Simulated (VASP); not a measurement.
# Zn (P2_1/m) in VASP: single point with PBE

Aim: the single point of Zn with PBE.

All numbers are computed with VASP 6.6.1; they aren't measurements. Logs are shortened: lines on timing, memory, paths and dates and some standing lists are left out, and cuts for length are marked.

### Step 1. The cell of the first run

The structure is monoclinic, space group P2_1/m (No. 11). The conventional cell has a = 3.321 Å, b = 5.260 Å, c = 3.363 Å, α = 90.00°, β = 119.43°, γ = 90.00°. Within 4.1 Å of Zn (site symmetry m) lie 12 Zn at 3.10 to 3.44 Å.

### Step 2. Single point, PBE (Hg replaced by Zn, lengths x 0.955, strained)

INCAR

```
PREC = Accurate ; ENCUT = 520
EDIFF = 1E-7 ; ISMEAR = 0
SIGMA = 0.1 ; LREAL = F
LASPH = T ; NELM = 80
ALGO = Fast ; ISIF = 2
LWAVE = F ; LCHARG = F
GGA = PE ; NBANDS = 19
```

KPOINTS

```
Automatic mesh
0
Gamma
  14 8 14
```

POSCAR

```
Zn
1.0
    3.3212958923      0.0000000000      0.0008471198
    0.0000000000      5.2596651491      0.0000000000
   -1.6532839040      0.0000000000      2.9284177126
Zn
2
Direct
    0.6200399462      0.2500000000      0.7790291115
    0.3799600538      0.7500000000      0.2209708885
```

Potentials or basis: VASP PAW PBE potentials, release 64 (Zn).

Launch:

```bash
cat potpaw_PBE.64/Zn/POTCAR > POTCAR
mpirun -np 1 vasp_std > vasp.out
```

OUTCAR:

```text
PREC = Accurate
   ENCUT = 520
   EDIFF = 1E-7
   ISMEAR = 0
   LREAL = F
   LASPH = T
   NELM = 80
   ISIF = 2
   GGA = PE

 ion  position               nearest neighbor table
   1  0.620  0.250  0.779-
   2  0.380  0.750  0.221-

  LATTYP: Found a simple monoclinic cell.
 ALAT       =     3.3212960003
 B/A-ratio  =     1.5836183070
 C/A-ratio  =     1.0125211331
 COS(beta)  =    -0.4914049156

  Lattice vectors:

 A1 = (   3.3212958923,   0.0000000000,   0.0008471198)
 A2 = (   0.0000000000,   5.2596651491,   0.0000000000)
 A3 = (  -1.6532839040,   0.0000000000,   2.9284177126)

Analysis of symmetry for initial positions (statically):
=====================================================================
 Subroutine PRICEL returns:
 Original cell was already a primitive cell.

 Routine SETGRP: Setting up the symmetry group for a
 simple monoclinic supercell.

 Subroutine GETGRP returns: Found  4 space group operations
 (whereof  2 operations were pure point group operations)
 out of a pool of  4 trial point group operations.

The static configuration has the point symmetry S_2 .
 The point group associated with its full space group is C_2h.

Analysis of symmetry for dynamics (positions and initial velocities):
=====================================================================
 Subroutine PRICEL returns:
 Original cell was already a primitive cell.

 Routine SETGRP: Setting up the symmetry group for a
 simple monoclinic supercell.

 Subroutine GETGRP returns: Found  4 space group operations
 (whereof  2 operations were pure point group operations)
 out of a pool of  4 trial point group operations.

The dynamic configuration has the point symmetry S_2 .
 The point group associated with its full space group is C_2h.

 Subroutine INISYM returns: Found  4 space group operations
 (whereof  2 operations are pure point group operations),
 and found     1 'primitive' translations

----------------------------------------------------------------------------------------

                                     Primitive cell

  volume of cell :      51.1636

  direct lattice vectors                    reciprocal lattice vectors
     3.321295892  0.000000000  0.000847120     0.301043947  0.000000000  0.169959057
     0.000000000  5.259665149  0.000000000     0.000000000  0.190126172  0.000000000
    -1.653283904  0.000000000  2.928417713    -0.000087085  0.000000000  0.341432173

  length of vectors
     3.321296000  5.259665149  3.362882390     0.345707302  0.190126172  0.341432185

  position of ions in fractional coordinates (direct lattice)
     0.620039946  0.250000000  0.779029112
     0.379960054  0.750000000  0.220970888

  ion indices of the primitive-cell ions
   primitive index   ion index
                 1           1
                 2           2

----------------------------------------------------------------------------------------

 KPOINTS: Automatic mesh

Automatic generation of k-mesh.
 Grid dimensions read from file:
 generate k-points for:   14    8   14

 Generating k-lattice:

  Cartesian coordinates                     Fractional coordinates (reciprocal lattice)
     0.021503139  0.000000000  0.012139933     0.071428571  0.000000000  0.000000000
     0.000000000  0.023765771  0.000000000     0.000000000  0.125000000  0.000000000
    -0.000006220  0.000000000  0.024388012    -0.000000000  0.000000000  0.071428571

  Length of vectors
     0.024693379  0.023765771  0.024388013

  Shift w.r.t. Gamma in fractional coordinates (k-lattice)
     0.000000000  0.000000000  0.000000000

 Subroutine IBZKPT returns following result:
 ===========================================

 Found    500 irreducible k-points:

 Following reciprocal coordinates:
            Coordinates               Weight
  0.000000  0.000000  0.000000      1.000000
  0.071429  0.000000  0.000000      2.000000
  0.142857  0.000000 -0.000000      2.000000
  0.214286  0.000000  0.000000      2.000000
  0.285714  0.000000 -0.000000      2.000000
  0.357143  0.000000  0.000000      2.000000
[... 16 lines left out ...]
  0.428571  0.250000  0.000000      4.000000
  0.500000  0.250000 -0.000000      2.000000
 [... further k-points ...]
   k-points           NKPTS =    500   k-points in BZ     NKDIM =    500   number of bands    NBANDS=     19
   number of dos      NEDOS =    301   number of ions     NIONS =      2
   total plane-waves  NPLWV =  31360
   dimension x,y,z NGX =    28 NGY =   40 NGZ =   28
   dimension x,y,z NGXF=    56 NGYF=   80 NGZF=   56
   ions per type =               2
   NGX,Y,Z   is equivalent  to a cutoff of  14.02, 12.64, 13.84 a.u.
   NGXF,Y,Z  is equivalent  to a cutoff of  28.03, 25.29, 27.68 a.u.
 SYSTEM =  unknown system
   PREC   = accura    normal or accurate (medium, high low for compatibility)
   ISTART =      0    job   : 0-new  1-cont  2-samecut
   ICHARG =      2    charge: 1-file 2-atom 10-const
   ISPIN  =      1    spin polarized calculation?
   LNONCOLLINEAR =      F non collinear calculations
   LSORBIT =      F    spin-orbit coupling
   LASPH  =      T    aspherical Exc in radial PAW
   ENCUT  =  520.0 eV  38.22 Ry    6.18 a.u.   6.18  9.78  6.25*2*pi/ulx,y,z
   NELM   =     80;   NELMIN=  2; NELMDL= -5     # of ELM steps
   EDIFF  = 0.1E-06   stopping-criterion for ELM
   LREAL  =      F    real-space projection
   EDIFFG = 0.1E-05   stopping-criterion for IOM
   NSW    =      0    number of steps for IOM
   IBRION =     -1    ionic relax: 0-MD 1-quasi-New 2-CG
   NFREE  =      0    steps in history (QN), initial steepest desc. (CG)
   ISIF   =      2    stress and relaxation
   ISYM   =      2    0-nonsym 1-usesym 2-fastsym
   POTIM  = 0.5000    time-step for ionic-motion
   TEBEG  =    0.0;   TEEND  =   0.0 temperature during run
   PSTRESS=    0.0 pullay stress
   NELECT =      24.0000    total number of electrons
   NUPDOWN=      -1.0000    fix difference up-down
   EMIN   =  10.00;   EMAX   =-10.00  energy-range for DOS
   EFERMI =   0.00;   METHOD = LEGACY
   ISMEAR =     0;   SIGMA  =   0.10  broadening in eV -4-tet -1-fermi 0-gaus
   EFERMI_NEDOS =   21; number of points for ismear=-14 and -15
   IALGO  =     68    algorithm
   IMIX   =      4    mixing-type and parameters
     AMIX     =   0.40;   BMIX     =  1.00
     AMIX_MAG =   1.60;   BMIX_MAG =  1.00
  volume/ion in A,a.u.               =      25.58       172.63
  Fermi-wavevector in a.u.,A,eV,Ry     =   1.272013  2.403756 22.014454  1.618017
  Thomas-Fermi vector in A             =   2.404915
   LORBIT       =      0    0 simple, 1 ext, 2 COOP (PROOUT), +10 PAW based schemes
   GGA     = PE    functional components
   LHFCALC =     F    Hartree Fock is set to
   AEXX    =    0.0000 exact exchange contribution
   IVDW    =     0    specifies the selected vdW correction
   LEPSILON=     F    determine dielectric tensor
   LRPA    =     F    only Hartree local field effects (RPA)
 non-spin polarized calculation
 RMM-DIIS sequential band-by-band and
 Gauss-broadening in eV      SIGMA  =   0.10
  energy-cutoff  :      520.00
  volume of cell :       51.16
 maximum number of plane-waves:      1399
 NGX is ok and might be reduce to    28
   NGX = 13   NGY = 19   NGZ = 13

 number of electron      23.9999999 magnetization

 Free energy of the ion-electron system (eV)
  ---------------------------------------------------
  ext. energy  EPLUGINS =         0.00000000
  ---------------------------------------------------
  free energy    TOTEN  =        -1.23277059 eV

  energy without entropy =       -1.22939730  energy(sigma->0) =       -1.23108395

 E-fermi :   0.1263     XC(G=0):  -9.0648

 val. band max:        0.1234627052   @ k =   0.2143   0.1250   0.5000
 cond. band min:       0.1282533360   @ k =  -0.3571   0.0000   0.4286
 fundamental gap:      0.0047906308
 Fermi energy:         0.1262659766

 k-point     1 :       0.0000    0.0000    0.0000
  band No.  band energies     occupation
      1      -6.7467      2.00000
      2      -6.6799      2.00000
      3      -6.5268      2.00000
      4      -6.5091      2.00000
      5      -6.4916      2.00000
      6      -6.4740      2.00000
[... 11 lines left out ...]
     18      13.0151      0.00000
     19      13.1626      0.00000

 k-point     2 :       0.0714    0.0000    0.0000
  band No.  band energies     occupation
      1      -6.6781      2.00000
      2      -6.6674      2.00000
      3      -6.5081      2.00000
      4      -6.4960      2.00000
      5      -6.4947      2.00000
      6      -6.4730      2.00000
[... 11 lines left out ...]
     18      13.0121      0.00000
     19      13.2467      0.00000

 k-point     3 :       0.1429    0.0000   -0.0000
  band No.  band energies     occupation
      1      -6.6513      2.00000
      2      -6.5988      2.00000
      3      -6.5040      2.00000
      4      -6.4751      2.00000
      5      -6.4661      2.00000
      6      -6.4491      2.00000
[... 11 lines left out ...]
     18      12.3120      0.00000
     19      12.7337      0.00000

 k-point     4 :       0.2143    0.0000    0.0000
  band No.  band energies     occupation
      1      -6.6428      2.00000
      2      -6.6004      2.00000
      3      -6.5207      2.00000
      4      -6.4855      2.00000
      5      -6.4664      2.00000
      6      -6.4243      2.00000
[... 11 lines left out ...]
     18      10.8683      0.00000
     19      12.0897      0.00000

 k-point     5 :       0.2857    0.0000   -0.0000
  band No.  band energies     occupation
      1      -6.6553      2.00000
      2      -6.6165      2.00000
      3      -6.5610      2.00000
      4      -6.5197      2.00000
      5      -6.4536      2.00000
      6      -6.3841      2.00000
[... 11 lines left out ...]
     18       9.6760      0.00000
     19      11.5159      0.00000
[... 334 lines left out ...]
      2      -6.6179      2.00000
      3      -6.5269      2.00000
      4      -6.4909      2.00000
      5      -6.4603      2.00000
      6      -6.4510      2.00000
[... 11 lines left out ...]
     18      10.3029      0.00000
     19      10.8255      0.00000

 k-point    22 :       0.3571    0.2500    0.0000
  band No.  band energies     occupation
      1      -6.6699      2.00000
      2      -6.6492      2.00000
      3      -6.5460      2.00000
      4      -6.5071      2.00000
      5      -6.4658      2.00000
      6      -6.4361      2.00000
[... 11 lines left out ...]
     18       9.6666      0.00000
     19      10.2868      0.00000

 k-point    23 :       0.4286    0.2500    0.0000
  band No.  band energies     occupation
      1      -6.6918      2.00000
      2      -6.6702      2.00000
      3      -6.5636      2.00000
      4      -6.5163      2.00000
      5      -6.4712      2.00000
      6      -6.4245      2.00000
[... 11 lines left out ...]
     18       8.9493      0.00000
     19       9.9077      0.00000

 k-point    24 :       0.5000    0.2500   -0.0000
  band No.  band energies     occupation
      1      -6.6998      2.00000
      2      -6.6775      2.00000
      3      -6.5703      2.00000
      4      -6.5191      2.00000
      5      -6.4731      2.00000
      6      -6.4207      2.00000
[... 11 lines left out ...]
     18       8.7297      0.00000
     19       9.7989      0.00000

 [... further k-points ...]
[... 5 lines left out ...]
  --------------------------------------------------------------------------------------
  -------------------------------------------------------------------------------------
  Total       -2.1124060     -2.3139364     -2.1966663      0.0000000      0.0000000      0.0378561
  in kB      -66.1495278    -72.4604084    -68.7881214      0.0000000      0.0000000      1.1854547
  external PRESSURE =     -69.1326859 kB  Pullay stress =       0.0000000 kB

 VOLUME and BASIS-vectors are now :
 -----------------------------------------------------------------------------
  energy-cutoff  :      520.00
  volume of cell :       51.16
      direct lattice vectors                 reciprocal lattice vectors
     3.321295892  0.000000000  0.000847120     0.301043947  0.000000000  0.169959057
     0.000000000  5.259665149  0.000000000     0.000000000  0.190126172  0.000000000
    -1.653283904  0.000000000  2.928417713    -0.000087085  0.000000000  0.341432173

 POSITION                                       TOTAL-FORCE (eV/Angst)
 -----------------------------------------------------------------------------------
      0.77138      1.31492      2.28185        -0.004036      0.000000     -0.028675
      0.89663      3.94475      0.64742         0.004036      0.000000      0.028675
 -----------------------------------------------------------------------------------
    total drift:                               -0.000000     -0.000000      0.000000

  FREE ENERGIE OF THE ION-ELECTRON SYSTEM (eV)
  ---------------------------------------------------
  free  energy   TOTEN  =        -1.2327705925 eV

  energy  without entropy=       -1.2293973005  energy(sigma->0) =       -1.23108395
```

Wall time 4.4 min (1 thread of AMD EPYC 9R45 (Zen 5), shared host); peak memory 0.45 GiB.

What came out:

| Property | Result |
| --- | --- |
| Free energy | -1.2328 eV |
| Pressure | -6.9 GPa |
| Largest force | 0.029 eV/Å |
| Band gap on the k mesh | zero (bands 12 and 13 overlap by 1.48 eV) |

Forces on the atoms (eV/Å):
```
Zn  -0.004  0.000 -0.029
Zn   0.004  0.000  0.029
```

Caveat: the cell differs from its parent crystal (Hg replaced by Zn, lengths x 0.955, strained); the cell stands under tension.
